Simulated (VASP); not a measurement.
Te2Mo:

```
Mo Te
1.0
     3.96065    0.00000    0.00000
    -1.98032    3.43002    0.00000
     0.00000    0.00000   13.80018
Mo Te
2 4
Cartesian
  0.0000 2.2867 3.4500
  1.9803 1.1433 10.3501
  1.9803 1.1433 5.3836
  1.9803 1.1433 1.5165
  0.0000 2.2867 12.2837
  0.0000 2.2867 8.4166
```

```yaml
Program: VASP 6.6.1
Task: relaxation of cell and atoms
Functional: PBE
Dispersion: D3(BJ)
Potentials_or_basis: VASP PAW PBE potentials, release 64 (Mo_sv, Te)
Cutoff: 600 eV
k_mesh: 6 × 6 × 2
Occupations: fermi-dirac, width 0.02 eV
Spin: no spin polarisation
```

At the start: pressure -16.1 GPa; volume 31.25 Å³/atom.

Question: How do energy, volume and symmetry change on relaxing?

Answer: Over 25 steps the energy falls by 499.4 meV/atom and the volume is 24.14 Å³/atom (-22.7 %); space group P6_3/mmc (No. 194, to 0.1 Å) before and after.

The path:
```tsv
step	energy change (eV)	largest force (eV/Å)	pressure (GPa)	volume (Å³)
1	0.0000	2.3015	-16.11	187.48
2	1.3338	5.7447	46.81	114.50
3	-2.6544	0.1615	-2.73	147.94
4	-2.6839	0.0862	-0.98	145.56
5	-2.6873	0.2035	-0.14	144.48
6	-2.9303	0.0408	0.51	141.57
7	-2.9619	0.1988	0.96	139.88
8	-2.9624	0.1840	0.89	140.04
9	-2.9732	0.3254	-0.68	142.58
10	-2.9732	0.3230	-0.67	142.53
11	-2.9818	0.2448	-0.51	142.98
12	-2.9933	0.0638	-0.13	144.02
13	-2.9824	0.2985	0.73	146.12
14	-2.9948	0.0377	0.09	144.58
15	-2.9948	0.0291	0.07	144.53
16	-2.9958	0.0049	-0.07	144.82
17	-2.9961	0.0196	-0.20	145.11
18	-2.9961	0.0165	-0.19	145.08
19	-2.9963	0.0151	0.09	144.79
20	-2.9963	0.0065	0.00	144.87
21	-2.9963	0.0059	0.00	144.87
22	-2.9963	0.0052	-0.10	144.97
23	-2.9963	0.0050	-0.01	144.88
24	-2.9963	0.0055	-0.01	144.88
25	-2.9963	0.0023	-0.01	144.87
```

Final structure:
```
CELL_PARAMETERS angstrom
3.49661 0.00000 0.00000
-1.74831 3.02816 0.00000
0.00000 0.00000 13.68189
ATOMIC_POSITIONS crystal
Mo 0.33333 0.66667 0.25000
Mo 0.66667 0.33333 0.75000
Te 0.66667 0.33333 0.38286
Te 0.66667 0.33333 0.11714
Te 0.33333 0.66667 0.88286
Te 0.33333 0.66667 0.61714
```

Caveat: the volume moved by over 15 % at a fixed basis, so the end points are rough.
